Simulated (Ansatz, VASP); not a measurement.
**Two plane-wave programs on Cd3Te2Se**

```
CELL_PARAMETERS angstrom
4.58006 0.00000 0.00000
-2.29003 3.96645 0.00000
0.00000 0.00000 22.48444
ATOMIC_POSITIONS crystal
Cd 0.33333 0.66667 0.00654
Cd 0.33333 0.66667 0.33357
Cd 0.33333 0.66667 0.66017
Cd 0.66667 0.33333 0.16017
Cd 0.66667 0.33333 0.50654
Cd 0.66667 0.33333 0.83357
Te 0.33333 0.66667 0.46081
Te 0.33333 0.66667 0.78790
Te 0.66667 0.33333 0.28790
Te 0.66667 0.33333 0.96081
Se 0.33333 0.66667 0.12602
Se 0.66667 0.33333 0.62602
```

Alike in both runs: functional PBE; k mesh 12 × 12 × 2; occupations gaussian, width 0.01 eV; no spin polarisation.

Ansatz relaxed the structure, and its values are those at the end. VASP's run is a single point on that final structure, the one shown.

|  | VASP | Ansatz |
| --- | --- | --- |
| version | VASP 6.6.1 | Ansatz 0.2.0 |
| potentials or method | VASP PAW PBE potentials, release 64 (Cd, Te, Se), cutoff 520 eV | scalar-relativistic, plane waves, PAW |
| valence electrons in the cell | 108 | 216 |

```csv
,VASP,Ansatz,Ansatz less VASP
gap on the k mesh at the Fermi level (eV),0.26,0.26,+0.005
least direct gap on the mesh (eV),0.26,0.26,+0.005
pressure (GPa),0.1,0.0,-0.14
rms of the force components (eV/Å),0.004,0.001,-0.0027
```

The functional is the same, so the differences come from potentials, cutoffs and numerics. VASP's potentials hold 108 valence electrons a cell and Ansatz's 216, so a difference there can come from the potentials and not from the codes.

Neither program's run includes spin-orbit coupling.
